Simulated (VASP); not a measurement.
Input of a VASP 6.6.1 run:

INCAR

```
ALGO = Normal
DIPOL = 0.5 0.5 0.500
EDIFF = 1E-7
ENCUT = 520
GGA = PE
IDIPOL = 3
ISIF = 2
ISMEAR = 0
LASPH = True
LCHARG = False
LDIPOL = True
LREAL = False
LWAVE = False
NBANDS = 71
NELM = 60
PREC = Accurate
SIGMA = 0.1
```

Contents of KPOINTS:

```
k-points
0
Gamma
  13 7 1
```

POSCAR

```
Zn
1.0
    2.6354132486      0.0000000000      0.0000000000
    0.0000000000      5.0918473105      0.0000000000
    0.0000000000      0.0000000000     24.8901175653
Zn
10
Direct
    0.0000000000      0.7500000000      0.3096910086
    0.5000000000      0.2500000000      0.3095822913
    0.5000000000      0.7500000000      0.4064567445
    0.0000000000      0.2500000000      0.4063156038
    0.0000000000      0.7500000000      0.5000679483
    0.5000000000      0.2500000000      0.4999320735
    0.5000000000      0.7500000000      0.5936839492
    0.0000000000      0.2500000000      0.5935437963
    0.0000000000      0.7500000000      0.6904167190
    0.5000000000      0.2500000000      0.6903098655
```

Potentials or basis: VASP PAW PBE potentials, release 64 (Zn).

Run with:

```console
$ cat potpaw_PBE.64/Zn/POTCAR > POTCAR
$ mpirun -np 1 vasp_std > vasp.out
```

(1) Estimate the largest force.

(2) What does it give for the band gap on the k mesh?

Results:

(1) 0.014 eV/Å.

(2) zero (bands 60 and 61 overlap by 2.59 eV).
